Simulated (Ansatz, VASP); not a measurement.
# LiH: VASP beside Ansatz

```xyz
2
Lattice="0.0000 2.0368 2.0368 2.0368 0.0000 2.0368 2.0368 2.0368 0.0000" Properties=species:S:1:pos:R:3 pbc="T T T"
Li    0.0000    0.0000    0.0000
H     2.0368    2.0368    2.0368
```

Alike in both runs: functional PBE; k mesh 12 × 12 × 12; occupations fermi-dirac, width 0.02 eV; no spin polarisation.

Ansatz relaxed the structure, and its values are those at the end. VASP's run is a single point on that final structure, the one shown.

|  | VASP | Ansatz |
| --- | --- | --- |
| version | VASP 6.6.1 | Ansatz 0.2.0 |
| potentials or method | VASP PAW PBE potentials, release 64 (Li_sv, H) | plane-wave PAW, scalar-relativistic |
| plane-wave cutoff (eV) | 520 | 420 |
| valence electrons in the cell | 4 | 4 |

Ansatz gave:

* gap on the k mesh at the Fermi level (eV): 3.02

Task: What did VASP give for the same quantities?

Result: gap on the k mesh at the Fermi level (eV): 3.01.

Ansatz's warnings: stress scf threshold loose.

Noted on VASP's run: the cutoff is short for stress, so the pressure is rough.
